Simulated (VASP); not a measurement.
# GaCuSe2 (P-4m2) in VASP: a series of runs, part 2 of 2

VASP 6.6.1.

## Step 5: Single point, LDA

This run uses another cell than the first one, of 21.79 Å³/atom, 1.047 times its volume.

File INCAR:

```
SYSTEM = GaCuSe2
PREC = Accurate
ENCUT = 520
EDIFF = 1E-7
ISMEAR = -1
SIGMA = 0.02
LREAL = .FALSE.
LASPH = .TRUE.
NELM = 60
ALGO = Normal
ISIF = 2
LWAVE = .FALSE.
LCHARG = .TRUE.
LELF = .TRUE.
LVHAR = .TRUE.
NBANDS = 26
```

File KPOINTS:

```
regular mesh
0
G
  6 6 4
  0 0 0
```

File POSCAR:

```
GaCuSe2
1.0
    3.9307077111      0.0000000000      0.0000000000
    0.0000000000      3.9307077111      0.0000000000
    0.0000000000      0.0000000000      5.6421421677
Cu Se Ga
1 2 1
Direct
    0.0000000000      0.0000000000      0.0000000000
    0.0000000000      0.5000000000      0.2427764291
    0.5000000000      0.0000000000      0.7572235709
    0.5000000000      0.5000000000      0.5000000000
```

Potentials or basis: VASP PAW LDA potentials, release 64 (Cu, Se, Ga_d).

On the command line:

```bash
$ cat potpaw_LDA.64/Cu/POTCAR potpaw_LDA.64/Se/POTCAR potpaw_LDA.64/Ga_d/POTCAR > POTCAR
$ mpirun -np 1 vasp_std > vasp.out
```

OUTCAR:

```text
SYSTEM = GaCuSe2
   PREC = Accurate
   ENCUT = 520
   EDIFF = 1E-7
   ISMEAR = -1
   LREAL = .FALSE.
   LASPH = .TRUE.
   NELM = 60
   ISIF = 2

 ion  position               nearest neighbor table
   1  0.000  0.000  0.000-   2 2.40   3 2.40   2 2.40   3 2.40
   2  0.000  0.500  0.243-   1 2.40   1 2.40   4 2.44   4 2.44
   3  0.500  0.000  0.757-   1 2.40   1 2.40   4 2.44   4 2.44
   4  0.500  0.500  0.500-   2 2.44   3 2.44   3 2.44   2 2.44

  LATTYP: Found a simple tetragonal cell.
 ALAT       =     3.9307077111
 C/A-ratio  =     1.4354010988

  Lattice vectors:

 A1 = (   3.9307077111,   0.0000000000,   0.0000000000)
 A2 = (   0.0000000000,   3.9307077111,   0.0000000000)
 A3 = (   0.0000000000,   0.0000000000,   5.6421421677)

Analysis of symmetry for initial positions (statically):
=====================================================================
 Subroutine PRICEL returns:
 Original cell was already a primitive cell.

 Routine SETGRP: Setting up the symmetry group for a
 simple tetragonal supercell.

 Subroutine GETGRP returns: Found  8 space group operations
 (whereof  8 operations were pure point group operations)
 out of a pool of 16 trial point group operations.

The static configuration has the point symmetry D_2d.

Analysis of symmetry for dynamics (positions and initial velocities):
=====================================================================
 Subroutine PRICEL returns:
 Original cell was already a primitive cell.

 Routine SETGRP: Setting up the symmetry group for a
 simple tetragonal supercell.

 Subroutine GETGRP returns: Found  8 space group operations
 (whereof  8 operations were pure point group operations)
 out of a pool of 16 trial point group operations.

The dynamic configuration has the point symmetry D_2d.

 Subroutine INISYM returns: Found  8 space group operations
 (whereof  8 operations are pure point group operations),
 and found     1 'primitive' translations

----------------------------------------------------------------------------------------

                                     Primitive cell

  volume of cell :      87.1737

  direct lattice vectors                    reciprocal lattice vectors
     3.930707711  0.000000000  0.000000000     0.254407113  0.000000000  0.000000000
     0.000000000  3.930707711  0.000000000     0.000000000  0.254407113  0.000000000
     0.000000000  0.000000000  5.642142168     0.000000000  0.000000000  0.177237647

  length of vectors
     3.930707711  3.930707711  5.642142168     0.254407113  0.254407113  0.177237647

  position of ions in fractional coordinates (direct lattice)
     0.000000000  0.000000000  0.000000000
     0.000000000  0.500000000  0.242776429
     0.500000000  0.000000000  0.757223571
     0.500000000  0.500000000  0.500000000

  ion indices of the primitive-cell ions
   primitive index   ion index
                 1           1
                 2           2
                 3           3
                 4           4

----------------------------------------------------------------------------------------

 KPOINTS: regular mesh

Automatic generation of k-mesh.
 Grid dimensions read from file:
 generate k-points for:    6    6    4

 Generating k-lattice:

  Cartesian coordinates                     Fractional coordinates (reciprocal lattice)
     0.042401185  0.000000000  0.000000000     0.166666667  0.000000000  0.000000000
     0.000000000  0.042401185  0.000000000     0.000000000  0.166666667  0.000000000
     0.000000000  0.000000000  0.044309412     0.000000000  0.000000000  0.250000000

  Length of vectors
     0.042401185  0.042401185  0.044309412

  Shift w.r.t. Gamma in fractional coordinates (k-lattice)
     0.000000000  0.000000000  0.000000000

 Subroutine IBZKPT returns following result:
 ===========================================

 Found     30 irreducible k-points:

 Following reciprocal coordinates:
            Coordinates               Weight
  0.000000  0.000000  0.000000      1.000000
  0.166667  0.000000  0.000000      4.000000
  0.333333  0.000000  0.000000      4.000000
  0.500000  0.000000  0.000000      2.000000
  0.166667  0.166667  0.000000      4.000000
  0.333333  0.166667  0.000000      8.000000
[... 16 lines left out ...]
  0.333333  0.000000  0.500000      4.000000
  0.500000  0.000000  0.500000      2.000000
 [... further k-points ...]
   k-points           NKPTS =     30   k-points in BZ     NKDIM =     30   number of bands    NBANDS=     26
   number of dos      NEDOS =    301   number of ions     NIONS =      4
   total plane-waves  NPLWV =  37800
   dimension x,y,z NGX =    30 NGY =   30 NGZ =   42
   dimension x,y,z NGXF=    60 NGYF=   60 NGZF=   84
   ions per type =               1   2   1
   NGX,Y,Z   is equivalent  to a cutoff of  12.69, 12.69, 12.38 a.u.
   NGXF,Y,Z  is equivalent  to a cutoff of  25.38, 25.38, 24.75 a.u.
 SYSTEM =  GaCuSe2
   PREC   = accura    normal or accurate (medium, high low for compatibility)
   ISTART =      0    job   : 0-new  1-cont  2-samecut
   ICHARG =      2    charge: 1-file 2-atom 10-const
   ISPIN  =      1    spin polarized calculation?
   LNONCOLLINEAR =      F non collinear calculations
   LSORBIT =      F    spin-orbit coupling
   LASPH  =      T    aspherical Exc in radial PAW
   ENCUT  =  520.0 eV  38.22 Ry    6.18 a.u.   7.31  7.31 10.49*2*pi/ulx,y,z
   NELM   =     60;   NELMIN=  2; NELMDL= -5     # of ELM steps
   EDIFF  = 0.1E-06   stopping-criterion for ELM
   LREAL  =      F    real-space projection
   EDIFFG = 0.1E-05   stopping-criterion for IOM
   NSW    =      0    number of steps for IOM
   IBRION =     -1    ionic relax: 0-MD 1-quasi-New 2-CG
   NFREE  =      0    steps in history (QN), initial steepest desc. (CG)
   ISIF   =      2    stress and relaxation
   ISYM   =      2    0-nonsym 1-usesym 2-fastsym
   POTIM  = 0.5000    time-step for ionic-motion
   TEBEG  =    0.0;   TEEND  =   0.0 temperature during run
   PSTRESS=    0.0 pullay stress
   NELECT =      36.0000    total number of electrons
   NUPDOWN=      -1.0000    fix difference up-down
   EMIN   =  10.00;   EMAX   =-10.00  energy-range for DOS
   EFERMI =   0.00;   METHOD = LEGACY
   ISMEAR =    -1;   SIGMA  =   0.02  broadening in eV -4-tet -1-fermi 0-gaus
   EFERMI_NEDOS =   21; number of points for ismear=-14 and -15
   IALGO  =     38    algorithm
   IMIX   =      4    mixing-type and parameters
     AMIX     =   0.40;   BMIX     =  1.00
     AMIX_MAG =   1.60;   BMIX_MAG =  1.00
  volume/ion in A,a.u.               =      21.79       147.07
  Fermi-wavevector in a.u.,A,eV,Ry     =   1.219122  2.303806 20.221773  1.486258
  Thomas-Fermi vector in A             =   2.354385
   LORBIT       =      0    0 simple, 1 ext, 2 COOP (PROOUT), +10 PAW based schemes
   GGA     = CA    functional components
   LHFCALC =     F    Hartree Fock is set to
   AEXX    =    0.0000 exact exchange contribution
   IVDW    =     0    specifies the selected vdW correction
   LEPSILON=     F    determine dielectric tensor
   LRPA    =     F    only Hartree local field effects (RPA)
 non-spin polarized calculation
  energy-cutoff  :      520.00
  volume of cell :       87.17
 maximum number of plane-waves:      2380
 NGX is ok and might be reduce to    30
   NGX = 15   NGY = 15   NGZ = 21

 number of electron      36.0000014 magnetization

 Free energy of the ion-electron system (eV)
  ---------------------------------------------------
  ext. energy  EPLUGINS =         0.00000000
  ---------------------------------------------------
  free energy    TOTEN  =       -18.38864077 eV

  energy without entropy =      -18.38815287  energy(sigma->0) =      -18.38839682

 E-fermi :   3.9667     XC(G=0):  -9.9864

 val. band max:        3.9636386153   @ k =   0.0000   0.0000   0.0000
 cond. band min:       4.1732654294   @ k =   0.5000   0.0000   0.5000
 fundamental gap:      0.2096268141
 Fermi energy:         3.9666653509

 k-point     1 :       0.0000    0.0000    0.0000
  band No.  band energies     occupation
      1     -11.7542      2.00000
      2     -11.6199      2.00000
      3     -11.6199      2.00000
      4     -11.5794      2.00000
      5     -11.5325      2.00000
      6     -10.6611      2.00000
[... 18 lines left out ...]
     25      12.4156      0.00000
     26      14.0138      0.00000
[... 644 lines left out ...]
      4     -11.5678      2.00000
      5     -11.5428      2.00000
      6      -9.6512      2.00000
[... 18 lines left out ...]
     25      11.6657      0.00000
     26      11.6990      0.00000

 [... further k-points ...]
[... 5 lines left out ...]
  --------------------------------------------------------------------------------------
  -------------------------------------------------------------------------------------
  Total       -1.5566564     -1.5566564     -1.6569974      0.0000000      0.0000000      0.0000000
  in kB      -28.6099965    -28.6099965    -30.4541781      0.0000000      0.0000000      0.0000000
  external PRESSURE =     -29.2247237 kB  Pullay stress =       0.0000000 kB

 VOLUME and BASIS-vectors are now :
 -----------------------------------------------------------------------------
  energy-cutoff  :      520.00
  volume of cell :       87.17
      direct lattice vectors                 reciprocal lattice vectors
     3.930707711  0.000000000  0.000000000     0.254407113  0.000000000  0.000000000
     0.000000000  3.930707711  0.000000000     0.000000000  0.254407113  0.000000000
     0.000000000  0.000000000  5.642142168     0.000000000  0.000000000  0.177237647

 POSITION                                       TOTAL-FORCE (eV/Angst)
 -----------------------------------------------------------------------------------
      0.00000      0.00000      0.00000         0.000000      0.000000      0.000000
      0.00000      1.96535      1.36978        -0.000000      0.000000     -0.245881
      1.96535      0.00000      4.27236         0.000000      0.000000      0.245881
      1.96535      1.96535      2.82107         0.000000     -0.000000      0.000000
 -----------------------------------------------------------------------------------
    total drift:                                0.000000      0.000000      0.000000

  FREE ENERGIE OF THE ION-ELECTRON SYSTEM (eV)
  ---------------------------------------------------
  free  energy   TOTEN  =       -18.3886407738 eV

  energy  without entropy=      -18.3881528696  energy(sigma->0) =      -18.38839682
```

Run time: 65 s. Hardware: 1 thread of Oxide Virtual Turin-like, shared host; peak memory 0.17 GiB.

Results:

| Property | Result |
| --- | --- |
| Free energy | -18.3886 eV |
| Pressure | -2.9 GPa |
| Largest force | 0.246 eV/Å |
| Band gap on the k mesh | zero (filled and empty bands touch) |

Forces in eV/Å, atoms in the order of the input:
```
Cu   0.000  0.000  0.000
Se   0.000  0.000 -0.246
Se   0.000  0.000  0.246
Ga   0.000  0.000  0.000
```

Levels at points of the mesh, in eV from the Fermi level:
```csv
k point,band 14,band 15,band 16,band 17,band 18,band 19,band 20,band 21,band 22,band 23
"(0.00, 0.00, 0.00)",-2.34,-2.20,-0.25,-0.21,0.00,0.00,1.61,2.86,4.30,4.30
"(0.50, 0.00, 0.00)",-2.15,-1.99,-1.72,-1.70,-0.49,1.62,4.46,4.65,4.90,5.26
"(0.50, 0.50, 0.00)",-2.53,-2.06,-1.93,-1.93,-1.57,1.47,1.74,1.74,3.34,8.79
"(0.00, 0.00, 0.50)",-2.20,-2.01,-1.80,-0.77,-0.77,1.66,1.77,3.73,4.44,5.88
"(0.50, 0.00, 0.50)",-2.17,-1.80,-1.44,-0.69,-0.38,0.21,2.44,4.41,4.44,5.65
"(0.50, 0.50, 0.50)",-2.13,-2.13,-2.06,-1.92,-1.87,2.90,4.03,4.03,6.05,6.05
```

## Step 6: Single point, PBE

This run uses another cell than the first one, of 22.66 Å³/atom, 1.089 times its volume.

File INCAR:

```
  ALGO = Normal
  EDIFF = 1E-6
  ENCUT = 520
  GGA = PE
  ISIF = 2
  ISMEAR = -1
  LASPH = T
  LCHARG = T
  LELF = T
  LREAL = F
  LVHAR = T
  LWAVE = F
  NBANDS = 26
  NELM = 80
  PREC = Accurate
  SIGMA = 0.02
```

File KPOINTS:

```
k-points
0
Gamma
  6 6 4
```

File POSCAR:

```
GaCuSe2
1.0
    3.9913538121      0.0000000000      0.0000000000
    0.0000000000      3.9913538121      0.0000000000
    0.0000000000      0.0000000000      5.6893431965
Cu Se Ga
1 2 1
Direct
    0.0000000000      0.0000000000      0.0000000000
    0.0000000000      0.5000000000      0.2402926736
    0.5000000000      0.0000000000      0.7597073264
    0.5000000000      0.5000000000      0.5000000000
```

Potentials or basis: VASP PAW PBE potentials, release 64 (Cu, Se, Ga_d).

On the command line:

```bash
$ cat potpaw_PBE.64/Cu/POTCAR potpaw_PBE.64/Se/POTCAR potpaw_PBE.64/Ga_d/POTCAR > POTCAR
$ mpirun -np 1 vasp_std > vasp.out
```

It took 72 s on 1 thread of Oxide Virtual Turin-like, shared host; peak memory 0.2 GiB.

Results (log left out):

```yaml
Free_energy: -15.5191 eV
Pressure: 0.2 GPa
Largest_force: 0.010 eV/Å
Band_gap_on_the_k_mesh: zero (filled and empty bands touch)
```

Forces on the atoms (eV/Å):
```
Cu   0.000  0.000  0.000
Se   0.000  0.000  0.010
Se   0.000  0.000 -0.010
Ga   0.000  0.000  0.000
```

Levels at points of the mesh, in eV from the Fermi level:
```tsv
k point	band 16	band 17	band 18	band 19	band 20	band 21
(0.00, 0.00, 0.00)	-0.24	-0.20	0.00	0.00	1.74	2.94
(0.50, 0.00, 0.00)	-1.58	-1.52	-0.45	1.57	4.39	4.61
(0.50, 0.50, 0.00)	-1.78	-1.78	-1.41	1.44	1.90	1.90
(0.00, 0.00, 0.50)	-1.67	-0.68	-0.68	1.60	1.89	3.87
(0.50, 0.00, 0.50)	-1.35	-0.60	-0.36	0.18	2.51	4.38
(0.50, 0.50, 0.50)	-1.88	-1.73	-1.69	2.72	4.08	4.08
```

## Step 7: The runs side by side

| level | potentials or basis | cell | gap on the mesh (eV) | pressure (GPa) | largest force (eV/Å) |
| --- | --- | --- | --- | --- | --- |
| LDA | VASP PAW LDA potentials, release 64 (Cu, Se, Ga_d) | a = 3.885, b = 3.885, c = 5.514 Å, 4 atoms | none | 0.4 | 0.01 |
| PBEsol | VASP PAW PBE potentials, release 64 (Cu, Se, Ga_d) | a = 3.925, b = 3.925, c = 5.580 Å, 4 atoms | none | 0.2 | 0.02 |
| PBE | VASP PAW PBE potentials, release 64 (Cu, Se, Ga_d) | a = 3.931, b = 3.931, c = 5.642 Å, 4 atoms | none | 2.8 | 0.16 |
| LDA | VASP PAW LDA potentials, release 64 (Cu, Se, Ga_d) | a = 3.931, b = 3.931, c = 5.642 Å, 4 atoms | none | -2.9 | 0.25 |
| PBE | VASP PAW PBE potentials, release 64 (Cu, Se, Ga_d) | a = 3.991, b = 3.991, c = 5.689 Å, 4 atoms | none | 0.2 | 0.01 |

Alike in all rows: task single point; no spin polarisation; k mesh 6 × 6 × 4; cutoff (eV) 520; smearing fermi-dirac 0.02 eV.

Caveats: the PAW data sets were made with another functional, which shifts forces and pressure a little (some runs).

Total energies depend on the potentials used, so only differences within one code and one set of settings carry meaning.
